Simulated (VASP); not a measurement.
A run of VASP 6.6.1:

File POSCAR:

```
AgCl
1.0
    0.0000000000      2.7731838142      2.7731838142
    2.7731838142      0.0000000000      2.7731838142
    2.7731838142      2.7731838142      0.0000000000
Ag Cl
1 1
Direct
    0.0000000000      0.0000000000      0.0000000000
    0.5000000000      0.5000000000      0.5000000000
```

File INCAR.step1:

```
PREC = Accurate ; ENCUT = 520
EDIFF = 1E-5 ; ISMEAR = 0
SIGMA = 0.01 ; LREAL = F
LASPH = T ; NELM = 100
ALGO = Normal ; ISIF = 2
LWAVE = T ; LCHARG = F
GGA = PE ; NBANDS = 16
```

The input INCAR.step2:

```
PREC = Accurate ; ENCUT = 520
EDIFF = 1E-7 ; ISMEAR = 0
SIGMA = 0.01 ; LREAL = F
LASPH = T ; NELM = 100
ALGO = Normal ; ISIF = 2
LWAVE = F ; LCHARG = F
GGA = PE ; LHFCALC = T
AEXX = 0.15 ; PRECFOCK = Normal
ISTART = 1 ; NBANDS = 16
```

KPOINTS

```
regular mesh
0
Gamma
  4 4 4
```

Potentials or basis: VASP PAW PBE potentials, release 64 (Ag, Cl).

The run is started by

```console
$ cat potpaw_PBE.64/Ag/POTCAR potpaw_PBE.64/Cl/POTCAR > POTCAR
$ cp INCAR.step1 INCAR
$ mpirun -np 1 vasp_std > vasp.out
$ cp INCAR.step2 INCAR
$ mpirun -np 1 vasp_std > vasp.out
```

Hardware: 1 thread of Intel(R) Xeon(R) Platinum 8259CL CPU @ 2.50GHz (Skylake/Cascade Lake), with other jobs on the host.

Question: How long does it take, and how much memory?

Answer: It took 4.8 min on 1 thread of Intel(R) Xeon(R) Platinum 8259CL CPU @ 2.50GHz (Skylake/Cascade Lake), on a shared host, peak memory 0.17 GiB. Counts: k points 8.
